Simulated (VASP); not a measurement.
Crystal: HfO2.

```
Hf O
1.0
     2.88773    0.00000    0.00000
    -1.44386    2.50085    0.00000
     0.00000    0.00000    4.72587
Hf O
1 2
Direct
  0.00000 0.00000 0.00000
  0.66667 0.33333 0.76209
  0.33333 0.66667 0.23791
```

| Property | Result |
| --- | --- |
| Program | VASP 6.6.1 |
| Task | relaxation of cell and atoms |
| Functional | PBEsol |
| Potentials or basis | VASP PAW PBE potentials, release 64 (Hf_pv, O) |
| Cutoff | 600 eV |
| k mesh | 9 × 9 × 4 |
| Occupations | fermi-dirac, width 0.03 eV |
| Spin | no spin polarisation |

At the start: pressure 43.3 GPa; volume 11.38 Å³/atom.

Q: Where does the relaxation end?

A: Over 42 steps the energy falls by 478.5 meV/atom and the volume is 14.79 Å³/atom (+30.0 %); space group P-3m1 (No. 164, to 0.1 Å) before and after.

Step by step:
```csv
step,energy change (eV),largest force (eV/Å),pressure (GPa),volume (Å³)
1,0.0000,0.1666,43.33,34.13
3,-1.0392,2.4781,-9.29,40.76
5,-1.4032,0.1408,-1.16,39.80
7,-1.4036,0.0870,3.91,39.23
9,-1.4122,0.0990,0.95,39.79
11,-1.4287,0.2004,0.06,42.14
13,-1.4331,0.0428,0.58,42.65
15,-1.4334,0.0072,-0.06,42.86
17,-1.4341,0.0630,-0.18,43.15
19,-1.4343,0.0233,0.31,43.16
21,-1.4348,0.0377,0.37,43.57
23,-1.4350,0.0014,-0.11,43.72
25,-1.4350,0.0023,-0.07,43.72
27,-1.4351,0.0320,-0.07,43.84
29,-1.4352,0.0132,0.15,43.85
31,-1.4353,0.0109,0.09,44.05
33,-1.4354,0.0058,-0.11,44.22
35,-1.4353,0.0133,-0.32,44.27
37,-1.4354,0.0069,-0.17,44.23
39,-1.4354,0.0087,-0.15,44.26
41,-1.4354,0.0200,-0.10,44.39
42,-1.4354,0.0062,0.03,44.37
```

Final structure:
```xyz
3
Lattice="3.2067 0.0000 0.0000 -1.6034 2.7771 0.0000 0.0000 0.0000 4.9823" Properties=species:S:1:pos:R:3 pbc="T T T"
Hf    0.0000    0.0000    0.0000
O     1.6034    0.9257    4.0222
O     0.0000    1.8514    0.9601
```

Caveat: the volume moved by over 15 % at a fixed basis, so the end points are rough; the PAW data sets were made with another functional, which shifts forces and pressure a little.
